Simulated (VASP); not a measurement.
SnO2:

```
CELL_PARAMETERS angstrom
4.76482 0.00000 0.00000
0.00000 4.76482 0.00000
0.00000 0.00000 3.20750
ATOMIC_POSITIONS crystal
Sn 0.50000 0.50000 0.50000
Sn 0.00000 0.00000 0.00000
O 0.19403 0.80597 0.50000
O 0.80597 0.19403 0.50000
O 0.30597 0.30597 0.00000
O 0.69403 0.69403 0.00000
```

Base run:

* Program: VASP 6.6.1
* Functional: r2SCAN
* Potentials or basis: VASP PAW PBE potentials, release 64 (Sn_d, O)
* Cutoff: 520 eV
* k mesh: 7 × 7 × 10
* Occupations: fermi-dirac, width 0.01 eV
* Spin: no spin polarisation

Its results: band gap on the k mesh 1.74 eV, direct; pressure 0.2 GPa; largest force 0.019 eV/Å.

Question: The run is repeated on the same cell with these changes: functional from r2SCAN to PBE. What comes out?

Answer: Band gap on the k mesh 1.04 eV, direct; pressure 7.5 GPa; largest force 0.041 eV/Å.

r2SCAN gives the wider gap, since meta-GGAs in the generalised Kohn-Sham scheme recover part of the derivative discontinuity.

Caveats: spin-orbit coupling is left out, which moves the levels of the heavy elements; the PAW data sets were made with another functional, which shifts forces and pressure a little (some runs).

